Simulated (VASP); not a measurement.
Set up this calculation in VASP 6.6.1, as the native input.

* Task: single point
* Functional: PBEsol
* Potentials or basis: VASP PAW PBE potentials, release 64 (Ag)
* Cutoff: 520 eV
* k mesh: 18 × 18 × 6
* Occupations: gaussian, width 0.15 eV
* Spin: no spin polarisation
* Dipole correction: no
* Further INCAR settings: ALGO = Fast; EDIFF = 1e-06; NBANDS = 30

The structure of Ag lies in POSCAR:

```
Ag
1.0
    2.9140174710      0.0000000000      0.0000000000
   -1.4570087355      2.5236131569      0.0000000000
    0.0000000000      0.0000000000      9.4781297675
Ag
4
Direct
    0.3333333333      0.6666666667      0.2500000000
    0.6666666667      0.3333333333      0.7500000000
    0.0000000000      0.0000000000      0.0000000000
    0.0000000000      0.0000000000      0.5000000000
```

This isn't the form of Ag at room conditions, which is fcc.

This cell differs from its parent crystal: strain +0.015 along x and y, +0.015 along z.

One way to write it, as run:

INCAR

```
PREC     = Accurate       # precision mode
ENCUT    = 520            # plane-wave cutoff, eV
EDIFF    = 1E-6           # SCF threshold, eV
ISMEAR   = 0              # smearing method
SIGMA    = 0.15           # smearing width, eV
LREAL    = F              # projectors in reciprocal space
LASPH    = T              # aspherical terms in the spheres
NELM     = 100            # most SCF steps
ALGO     = Fast           # electronic algorithm
ISIF     = 2              # what is computed and relaxed
LWAVE    = F              # write WAVECAR
LCHARG   = T              # write CHGCAR
GGA      = PS             # functional
LELF     = T              # ELF
LVHAR    = T            
NBANDS   = 30             # bands
```

KPOINTS

```
Automatic mesh
0
Gamma
  18 18 6
```

Potentials or basis: VASP PAW PBE potentials, release 64 (Ag).

The run is started by

```sh
$ cat potpaw_PBE.64/Ag/POTCAR > POTCAR
$ mpirun -np 1 vasp_std > vasp.out
```

It gave:

| Item | Value |
| --- | --- |
| Pressure | -4.8 GPa |
| Band gap on the k mesh | zero (bands 22 and 23 overlap by 6.39 eV) |

Caveat: the cell differs from its parent crystal (strain +0.015 along x and y, +0.015 along z); the cell stands under tension; the PAW data sets were made with another functional, which shifts forces and pressure a little.

Run time: 110 s on 1 thread of Intel(R) Xeon(R) 6975P-C (Granite Rapids), with other jobs on the host, peak memory 0.35 GiB.
